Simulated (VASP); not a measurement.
Set up this calculation in VASP 6.6.1, as the native input.

* Task: single point
* Functional: PBE
* Potentials or basis: VASP PAW PBE potentials, release 64 (Si, C)
* Cutoff: 520 eV
* k mesh: 12 × 12 × 6
* Occupations: gaussian, width 0.02 eV
* Spin: no spin polarisation
* Dipole correction: no
* Further INCAR settings: ALGO = Normal; EDIFF = 1e-06; NBANDS = 16

The structure of SiC lies in POSCAR:

```
SiC
1.0
    2.9242956579      0.0000000000      0.0000000000
   -1.4621478289      2.5325143280      0.0000000000
    0.0000000000      0.0000000000      4.7902829556
Si C
2 2
Direct
    0.3333333333      0.6666666667      0.4995288525
    0.6666666667      0.3333333333      0.9995288525
    0.3333333333      0.6666666667      0.8754711475
    0.6666666667      0.3333333333      0.3754711475
```

The input as run:

INCAR

```
PREC = Accurate
ENCUT = 520
EDIFF = 1E-6
ISMEAR = 0
SIGMA = 0.02
LREAL = False
LASPH = True
NELM = 80
ALGO = Normal
ISIF = 2
LWAVE = False
LCHARG = False
GGA = PE
NBANDS = 16
```

KPOINTS

```
Automatic mesh
0
Gamma
  12 12 6
```

Potentials or basis: VASP PAW PBE potentials, release 64 (Si, C).

Command:

```console
$ cat potpaw_PBE.64/Si/POTCAR potpaw_PBE.64/C/POTCAR > POTCAR
$ mpirun -np 1 vasp_std > vasp.out
```

Results of the run:

```json
{
  "Pressure": "49.8 GPa",
  "Largest force": "0.004 eV/Å",
  "Band gap on the k mesh": "1.99 eV, indirect (least direct gap 4.26 eV)"
}
```

Run time: 18 s on 1 thread of Intel(R) Xeon(R) 6975P-C (Granite Rapids), with other jobs on the host, peak memory 0.17 GiB.
